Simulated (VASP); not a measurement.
# IrO2 (P4_2/mnm) in VASP: further runs

Runs on IrO2. Level: PBEsol. Tasks: single point.

Everything below comes from runs of VASP 6.6.1. Logs are shortened: lines on timing, memory, paths and dates and some standing lists are left out, and cuts for length are marked.

**1. The cell of the first run**

The structure is tetragonal, space group P4_2/mnm (No. 136). Conventional cell: a = 4.472 Å, b = 4.472 Å, c = 3.154 Å, α = 90.00°, β = 90.00°, γ = 90.00°. Ir (site symmetry mmm) has 6 O at 1.95 to 1.99 Å within 2.6 Å. O (site symmetry m2m) has 3 Ir at 1.95 to 1.99 Å and 1 O at 2.42 Å within 2.6 Å.

**2. Single point, PBEsol**

INCAR reads:

```
PREC = Accurate ; ENCUT = 700
EDIFF = 1E-6 ; ISMEAR = 0
SIGMA = 0.1 ; LREAL = False
LASPH = True ; NELM = 120
ALGO = Normal ; ISIF = 2
LWAVE = False ; LCHARG = False
GGA = PS ; NBANDS = 38
GGA_COMPAT = False
```

KPOINTS reads:

```
Automatic mesh
0
Gamma
  8 8 12
```

POSCAR reads:

```
IrO2
1.0
    4.4715818232      0.0000000000      0.0000000000
    0.0000000000      4.4715818232      0.0000000000
    0.0000000000      0.0000000000      3.1535743094
Ir O
2 4
Direct
    0.0000000000      0.0000000000      0.0000000000
    0.5000000000      0.5000000000      0.5000000000
    0.3087817154      0.3087817154      0.0000000000
    0.1912182846      0.8087817154      0.5000000000
    0.6912182846      0.6912182846      0.0000000000
    0.8087817154      0.1912182846      0.5000000000
```

Potentials or basis: VASP PAW PBE potentials, release 64 (Ir_sv_GW, O).

Launch:

```sh
$ cat potpaw_PBE.64/Ir_sv_GW/POTCAR potpaw_PBE.64/O/POTCAR > POTCAR
$ mpirun -np 1 vasp_std > vasp.out
```

OUTCAR:

```text
PREC = Accurate
   ENCUT = 700
   EDIFF = 1E-6
   ISMEAR = 0
   LREAL = False
   LASPH = True
   NELM = 120
   ISIF = 2
   GGA = PS

 ion  position               nearest neighbor table
   1  0.000  0.000  0.000-   3 1.95   5 1.95   4 1.99   6 1.99   4 1.99   6 1.99
   2  0.500  0.500  0.500-   4 1.95   6 1.95   5 1.99   3 1.99   3 1.99   5 1.99
   3  0.309  0.309  0.000-   1 1.95   2 1.99   2 1.99
   4  0.191  0.809  0.500-   2 1.95   1 1.99   1 1.99
   5  0.691  0.691  0.000-   1 1.95   2 1.99   2 1.99
   6  0.809  0.191  0.500-   2 1.95   1 1.99   1 1.99

  LATTYP: Found a simple tetragonal cell.
 ALAT       =     4.4715818232
 C/A-ratio  =     0.7052480384

  Lattice vectors:

 A1 = (   4.4715818232,   0.0000000000,   0.0000000000)
 A2 = (   0.0000000000,   4.4715818232,   0.0000000000)
 A3 = (   0.0000000000,   0.0000000000,   3.1535743094)

Analysis of symmetry for initial positions (statically):
=====================================================================
 Subroutine PRICEL returns:
 Original cell was already a primitive cell.

 Routine SETGRP: Setting up the symmetry group for a
 simple tetragonal supercell.

 Subroutine GETGRP returns: Found 16 space group operations
 (whereof  8 operations were pure point group operations)
 out of a pool of 16 trial point group operations.

The static configuration has the point symmetry D_2h.
 The point group associated with its full space group is D_4h.

Analysis of symmetry for dynamics (positions and initial velocities):
=====================================================================
 Subroutine PRICEL returns:
 Original cell was already a primitive cell.

 Routine SETGRP: Setting up the symmetry group for a
 simple tetragonal supercell.

 Subroutine GETGRP returns: Found 16 space group operations
 (whereof  8 operations were pure point group operations)
 out of a pool of 16 trial point group operations.

The dynamic configuration has the point symmetry D_2h.
 The point group associated with its full space group is D_4h.

 Subroutine INISYM returns: Found 16 space group operations
 (whereof  8 operations are pure point group operations),
 and found     1 'primitive' translations

----------------------------------------------------------------------------------------

                                     Primitive cell

  volume of cell :      63.0559

  direct lattice vectors                    reciprocal lattice vectors
     4.471581823  0.000000000  0.000000000     0.223634508  0.000000000  0.000000000
     0.000000000  4.471581823  0.000000000     0.000000000  0.223634508  0.000000000
     0.000000000  0.000000000  3.153574309     0.000000000  0.000000000  0.317100503

  length of vectors
     4.471581823  4.471581823  3.153574309     0.223634508  0.223634508  0.317100503

  position of ions in fractional coordinates (direct lattice)
     0.000000000  0.000000000  0.000000000
     0.500000000  0.500000000  0.500000000
     0.308781715  0.308781715  0.000000000
     0.191218285  0.808781715  0.500000000
     0.691218285  0.691218285  0.000000000
     0.808781715  0.191218285  0.500000000

  ion indices of the primitive-cell ions
   primitive index   ion index
                 1           1
                 2           2
                 3           3
                 4           4
                 5           5
                 6           6

----------------------------------------------------------------------------------------

 KPOINTS: Automatic mesh

Automatic generation of k-mesh.
 Grid dimensions read from file:
 generate k-points for:    8    8   12

 Generating k-lattice:

  Cartesian coordinates                     Fractional coordinates (reciprocal lattice)
     0.027954313  0.000000000  0.000000000     0.125000000  0.000000000  0.000000000
     0.000000000  0.027954313  0.000000000     0.000000000  0.125000000  0.000000000
     0.000000000  0.000000000  0.026425042     0.000000000  0.000000000  0.083333333

  Length of vectors
     0.027954313  0.027954313  0.026425042

  Shift w.r.t. Gamma in fractional coordinates (k-lattice)
     0.000000000  0.000000000  0.000000000

 Subroutine IBZKPT returns following result:
 ===========================================

 Found    105 irreducible k-points:

 Following reciprocal coordinates:
            Coordinates               Weight
  0.000000  0.000000  0.000000      1.000000
  0.125000  0.000000  0.000000      4.000000
  0.250000  0.000000  0.000000      4.000000
  0.375000  0.000000  0.000000      4.000000
  0.500000  0.000000  0.000000      2.000000
  0.125000  0.125000  0.000000      4.000000
[... 16 lines left out ...]
  0.375000  0.125000  0.083333     16.000000
  0.500000  0.125000  0.083333      8.000000
 [... further k-points ...]
   k-points           NKPTS =    105   k-points in BZ     NKDIM =    105   number of bands    NBANDS=     38
   number of dos      NEDOS =    301   number of ions     NIONS =      6
[... 31 lines left out ...]
   ISMEAR =     0;   SIGMA  =   0.10  broadening in eV -4-tet -1-fermi 0-gaus
   EFERMI_NEDOS =   21; number of points for ismear=-14 and -15
   IALGO  =     38    algorithm
   IMIX   =      4    mixing-type and parameters
     AMIX     =   0.40;   BMIX     =  1.00
     AMIX_MAG =   1.60;   BMIX_MAG =  1.00
  volume/ion in A,a.u.               =      10.51        70.92
  Fermi-wavevector in a.u.,A,eV,Ry     =   1.592120  3.008670 34.488657  2.534845
  Thomas-Fermi vector in A             =   2.690554
   LORBIT       =      0    0 simple, 1 ext, 2 COOP (PROOUT), +10 PAW based schemes
   GGA     = PS    functional components
   LHFCALC =     F    Hartree Fock is set to
   AEXX    =    0.0000 exact exchange contribution
   IVDW    =     0    specifies the selected vdW correction
   LEPSILON=     F    determine dielectric tensor
   LRPA    =     F    only Hartree local field effects (RPA)
 non-spin polarized calculation
 Gauss-broadening in eV      SIGMA  =   0.10
  energy-cutoff  :      700.00
  volume of cell :       63.06
 maximum number of plane-waves:      2697
 NGX is ok and might be reduce to    40
   NGX = 19   NGY = 19   NGZ = 13

 number of electron      57.9999995 magnetization

 Free energy of the ion-electron system (eV)
  ---------------------------------------------------
  ext. energy  EPLUGINS =         0.00000000
  ---------------------------------------------------
  free energy    TOTEN  =       -47.00686961 eV

  energy without entropy =      -46.99483345  energy(sigma->0) =      -47.00085153

 E-fermi :   7.4244     XC(G=0): -12.6277

 val. band max:        7.4177414855   @ k =   0.3750   0.3750   0.1667
 cond. band min:       7.4342925562   @ k =   0.2500   0.0000   0.3333
 fundamental gap:      0.0165510707
 Fermi energy:         7.4243773422

 k-point     1 :       0.0000    0.0000    0.0000
  band No.  band energies     occupation
      1     -86.1765      2.00000
      2     -86.1747      2.00000
      3     -43.0658      2.00000
      4     -43.0658      2.00000
      5     -42.9635      2.00000
      6     -42.9466      2.00000
[... 30 lines left out ...]
     37      15.7051      0.00000
     38      19.3660      0.00000

 k-point     2 :       0.1250    0.0000    0.0000
  band No.  band energies     occupation
      1     -86.1764      2.00000
      2     -86.1747      2.00000
      3     -43.0655      2.00000
      4     -43.0655      2.00000
      5     -42.9629      2.00000
      6     -42.9472      2.00000
[... 30 lines left out ...]
     37      15.7783      0.00000
     38      19.2258      0.00000

 k-point     3 :       0.2500    0.0000    0.0000
  band No.  band energies     occupation
      1     -86.1762      2.00000
      2     -86.1748      2.00000
      3     -43.0650      2.00000
      4     -43.0649      2.00000
      5     -42.9610      2.00000
      6     -42.9490      2.00000
[... 30 lines left out ...]
     37      16.0396      0.00000
[... 781 lines left out ...]
 k-point    23 :       0.3750    0.1250    0.0833
  band No.  band energies     occupation
      1     -86.1756      2.00000
      2     -86.1750      2.00000
      3     -43.0648      2.00000
      4     -43.0638      2.00000
      5     -42.9655      2.00000
      6     -42.9597      2.00000
[... 30 lines left out ...]
     37      16.7637      0.00000
     38      18.1109      0.00000

 k-point    24 :       0.5000    0.1250    0.0833
  band No.  band energies     occupation
      1     -86.1753      2.00000
      2     -86.1753      2.00000
      3     -43.0642      2.00000
      4     -43.0642      2.00000
      5     -42.9626      2.00000
      6     -42.9626      2.00000
[... 30 lines left out ...]
     37      17.4134      0.00000
     38      17.4134      0.00000

 [... further k-points ...]

------------------------ aborting loop because EDIFF is reached ----------------------------------------

  FORCE on cell =-STRESS in cart. coord.  units (eV):
  Direction    XX          YY          ZZ          XY          YZ          ZX
  --------------------------------------------------------------------------------------
  -------------------------------------------------------------------------------------
  Total       -0.1216908     -0.1216908     -0.0998409     -0.0000000      0.0000000      0.0000000
  in kB       -3.0920241     -3.0920241     -2.5368441     -0.0000000      0.0000000      0.0000000
  external PRESSURE =      -2.9069641 kB  Pullay stress =       0.0000000 kB

 VOLUME and BASIS-vectors are now :
 -----------------------------------------------------------------------------
  energy-cutoff  :      700.00
  volume of cell :       63.06
      direct lattice vectors                 reciprocal lattice vectors
     4.471581823  0.000000000  0.000000000     0.223634508  0.000000000  0.000000000
     0.000000000  4.471581823  0.000000000     0.000000000  0.223634508  0.000000000
     0.000000000  0.000000000  3.153574309     0.000000000  0.000000000  0.317100503

 POSITION                                       TOTAL-FORCE (eV/Angst)
 -----------------------------------------------------------------------------------
      0.00000      0.00000      0.00000         0.000000     -0.000000      0.000000
      2.23579      2.23579      1.57679         0.000000     -0.000000      0.000000
      1.38074      1.38074      0.00000        -0.005802     -0.005802      0.000000
      0.85505      3.61653      1.57679         0.005802     -0.005802      0.000000
      3.09084      3.09084      0.00000         0.005802      0.005802      0.000000
      3.61653      0.85505      1.57679        -0.005802      0.005802      0.000000
 -----------------------------------------------------------------------------------
    total drift:                                0.000000     -0.000000     -0.000000

  FREE ENERGIE OF THE ION-ELECTRON SYSTEM (eV)
  ---------------------------------------------------
  free  energy   TOTEN  =       -47.0068696136 eV

  energy  without entropy=      -46.9948334457  energy(sigma->0) =      -47.00085153
```

It took 4.1 min on 1 thread of Intel Xeon Platinum 8259CL at 2.50GHz (Skylake/Cascade Lake), shared host; peak memory 0.43 GiB.

What came out:

```yaml
Free_energy: -47.0069 eV
Pressure: -0.3 GPa
Largest_force: 0.008 eV/Å
Band_gap_on_the_k_mesh: zero (bands 29 and 30 overlap by 1.41 eV)
```

Forces in eV/Å, atoms in the order of the input:
```
Ir   0.000  0.000  0.000
Ir   0.000  0.000  0.000
O   -0.006 -0.006  0.000
O    0.006 -0.006  0.000
O    0.006  0.006  0.000
O   -0.006  0.006  0.000
```

Caveat: the PAW data sets were made with another functional, which shifts forces and pressure a little; spin-orbit coupling is left out, which moves the levels of the heavy elements.

**3. Single point, PBEsol, collinear spin**

This run uses another cell than the first one, of 10.61 Å³/atom.

INCAR reads:

```
SYSTEM = IrO2
PREC     = Accurate       ! precision mode
ENCUT    = 700            ! plane-wave cutoff, eV
EDIFF    = 1E-6           ! SCF threshold, eV
ISMEAR   = 0              ! smearing method
SIGMA    = 0.1            ! smearing width, eV
LREAL    = .FALSE.        ! projectors in reciprocal space
LASPH    = .TRUE.         ! aspherical terms in the spheres
NELM     = 200            ! most SCF steps
ALGO     = Normal         ! electronic algorithm
ISIF     = 2              ! what is computed and relaxed
LWAVE    = .FALSE.        ! write WAVECAR
LCHARG   = .TRUE.         ! write CHGCAR
ISPIN    = 2              ! spin polarisation
MAGMOM   = 1 1 0 0 0 0    ! initial moments
LORBIT   = 11             ! projections on sites
LMAXMIX  = 4              ! l up to which the mixer works
GGA      = PS             ! functional
LELF     = .TRUE.         ! ELF
LVHAR    = .TRUE.       
NBANDS   = 42             ! bands
GGA_COMPAT= .FALSE.
```

KPOINTS reads:

```
regular mesh
0
G
  4 4 6
  0 0 0
```

POSCAR reads:

```
IrO2
1.0
    4.4990000000      0.0000000000      0.0000000000
    0.0000000000      4.4990000000      0.0000000000
    0.0000000000      0.0000000000      3.1460000000
Ir O
2 4
Direct
    0.0000000000      0.0000000000      0.0000000000
    0.5000000000      0.5000000000      0.5000000000
    0.3110000000      0.3110000000      0.0000000000
    0.1890000000      0.8110000000      0.5000000000
    0.6890000000      0.6890000000      0.0000000000
    0.8110000000      0.1890000000      0.5000000000
```

Potentials or basis: VASP PAW PBE potentials, release 64 (Ir_sv_GW, O).

Launch:

```sh
$ cat potpaw_PBE.64/Ir_sv_GW/POTCAR potpaw_PBE.64/O/POTCAR > POTCAR
$ mpirun -np 1 vasp_std > vasp.out
```

It took 2.2 min on 1 thread of Intel Xeon Platinum 8375C at 2.90GHz (Ice Lake), shared host; peak memory 0.33 GiB.

It converged, with:

```yaml
Free_energy: -46.9759 eV
Pressure: -2.2 GPa
Largest_force: 0.559 eV/Å
Band_gap_on_the_k_mesh: zero (filled and empty bands overlap)
Net_moment: 0.00 μB per cell
Valence_electrons_inside_the_program's_atomic_spheres: Ir 16.18; O 4.99
```

Forces on the atoms (eV/Å):
```
Ir   0.000  0.000  0.000
Ir   0.000  0.000  0.000
O   -0.395 -0.395  0.000
O    0.395 -0.395  0.000
O    0.395  0.395  0.000
O   -0.395  0.395  0.000
```

Stress tensor (GPa, compression positive):
```
-4.38  0.00  0.00
 0.00 -4.38  0.00
 0.00  0.00  2.16
```

Levels at points of the mesh, in eV from the Fermi level:
Spin up:
| k point | band 25 | band 26 | band 27 | band 28 | band 29 | band 30 | band 31 | band 32 | band 33 | band 34 |
| --- | --- | --- | --- | --- | --- | --- | --- | --- | --- | --- |
| (0.00, 0.00, 0.00) | -2.49 | -2.44 | -2.44 | -2.17 | -2.15 | 0.74 | 1.29 | 4.08 | 4.38 | 4.38 |
| (0.50, 0.00, 0.00) | -1.58 | -1.58 | -1.38 | -1.38 | -0.25 | -0.25 | 3.61 | 3.61 | 3.81 | 3.81 |
| (0.50, 0.50, 0.00) | -2.47 | -2.47 | -2.41 | -2.41 | 0.24 | 0.24 | 2.50 | 2.50 | 4.36 | 4.36 |
| (0.00, 0.00, 0.50) | -1.93 | -1.93 | -0.76 | -0.76 | 0.32 | 0.32 | 2.44 | 2.44 | 2.68 | 2.68 |
| (0.50, 0.00, 0.50) | -2.80 | -2.80 | -1.79 | -1.79 | 0.59 | 0.59 | 1.23 | 1.23 | 4.57 | 4.57 |
| (0.50, 0.50, 0.50) | -1.83 | -1.83 | -1.32 | -1.32 | -0.40 | -0.40 | 2.39 | 2.39 | 3.11 | 3.11 |
Spin down:
```tsv
k point	band 26	band 27	band 28	band 29	band 30	band 31	band 32	band 33
(0.00, 0.00, 0.00)	-2.44	-2.44	-2.17	-2.15	0.74	1.29	4.08	4.38
(0.50, 0.00, 0.00)	-1.58	-1.38	-1.38	-0.25	-0.25	3.61	3.61	3.81
(0.50, 0.50, 0.00)	-2.47	-2.41	-2.41	0.24	0.24	2.50	2.50	4.37
(0.00, 0.00, 0.50)	-1.93	-0.76	-0.76	0.32	0.32	2.44	2.44	2.68
(0.50, 0.00, 0.50)	-2.80	-1.79	-1.79	0.59	0.59	1.23	1.23	4.57
(0.50, 0.50, 0.50)	-1.83	-1.32	-1.32	-0.40	-0.40	2.39	2.39	3.11
```

Caveat: the stress differs along the axes, from -4 to 2 GPa; the PAW data sets were made with another functional, which shifts forces and pressure a little; spin-orbit coupling is left out, which moves the levels of the heavy elements.

**4. Single point, PBEsol**

INCAR reads:

```
SYSTEM = IrO2
PREC = Accurate
ENCUT = 700
EDIFF = 1E-6
ISMEAR = 0
SIGMA = 0.15
LREAL = .FALSE.
LASPH = .TRUE.
NELM = 120
ALGO = Normal
ISIF = 2
LWAVE = .FALSE.
LCHARG = .TRUE.
GGA = PS
LELF = .TRUE.
LVHAR = .TRUE.
NBANDS = 38
GGA_COMPAT = .FALSE.
```

KPOINTS reads:

```
regular mesh
0
G
  10 10 12
  0 0 0
```

POSCAR reads:

```
IrO2
1.0
    4.4715818232      0.0000000000      0.0000000000
    0.0000000000      4.4715818232      0.0000000000
    0.0000000000      0.0000000000      3.1535743094
Ir O
2 4
Direct
    0.0000000000      0.0000000000      0.0000000000
    0.5000000000      0.5000000000      0.5000000000
    0.3087817154      0.3087817154      0.0000000000
    0.1912182846      0.8087817154      0.5000000000
    0.6912182846      0.6912182846      0.0000000000
    0.8087817154      0.1912182846      0.5000000000
```

Launch:

```sh
$ cat potpaw_PBE.64/Ir_sv_GW/POTCAR potpaw_PBE.64/O/POTCAR > POTCAR
$ mpirun -np 1 vasp_std > vasp.out
```

Wall time 8.3 min (1 thread of Intel Xeon Platinum 8259CL at 2.50GHz (Skylake/Cascade Lake), shared host); peak memory 0.53 GiB.

Results (log left out):

| Item | Value |
| --- | --- |
| Free energy | -47.0135 eV |
| Pressure | -0.2 GPa |
| Largest force | 0.004 eV/Å |
| Band gap on the k mesh | zero (bands 29 and 30 overlap by 1.41 eV) |

Forces on the atoms (eV/Å):
```
Ir   0.000  0.000  0.000
Ir   0.000  0.000  0.000
O   -0.003 -0.003  0.000
O    0.003 -0.003  0.000
O    0.003  0.003  0.000
O   -0.003  0.003  0.000
```

Levels at points of the mesh, in eV from the Fermi level:
```csv
k point,band 26,band 27,band 28,band 29,band 30,band 31,band 32,band 33
"(0.00, 0.00, 0.00)",-2.50,-2.41,-2.38,-2.25,0.83,1.29,4.18,4.26
"(0.50, 0.00, 0.00)",-1.67,-1.33,-1.33,-0.31,-0.31,3.63,3.63,3.72
"(0.50, 0.50, 0.00)",-2.55,-2.46,-2.46,0.21,0.21,2.60,2.60,4.24
"(0.00, 0.00, 0.50)",-1.97,-0.71,-0.71,0.27,0.27,2.32,2.32,2.83
"(0.50, 0.00, 0.50)",-2.85,-1.83,-1.83,0.56,0.56,1.19,1.19,4.66
"(0.50, 0.50, 0.50)",-1.87,-1.28,-1.28,-0.50,-0.50,2.27,2.27,3.29
```

Caveat: the PAW data sets were made with another functional, which shifts forces and pressure a little; spin-orbit coupling is left out, which moves the levels of the heavy elements.

**5. Summary**

```tsv
spin	cell	k mesh	smearing	gap on the mesh (eV)	pressure (GPa)	largest force (eV/Å)
off	a = 4.472, b = 4.472, c = 3.154 Å, 6 atoms, atomic positions A	8 × 8 × 12	gaussian 0.1 eV	none	-0.3	0.01
collinear	a = 4.499, b = 4.499, c = 3.146 Å, 6 atoms, atomic positions B	4 × 4 × 6	gaussian 0.1 eV	none	-2.2	0.56
off	a = 4.472, b = 4.472, c = 3.154 Å, 6 atoms, atomic positions A	10 × 10 × 12	gaussian 0.15 eV	none	-0.2	-
```

Alike in all rows: task single point; level PBEsol; potentials or basis VASP PAW PBE potentials, release 64 (Ir_sv_GW, O); cutoff (eV) 700.

Caveats: the PAW data sets were made with another functional, which shifts forces and pressure a little; spin-orbit coupling is left out, which moves the levels of the heavy elements; the stress differs along the axes, from -4 to 2 GPa (at least some runs).

Absolute energies hang on the potentials; compare differences alone.

The gap in the log of VASP goes by the Fermi energy; the results here count the filled bands.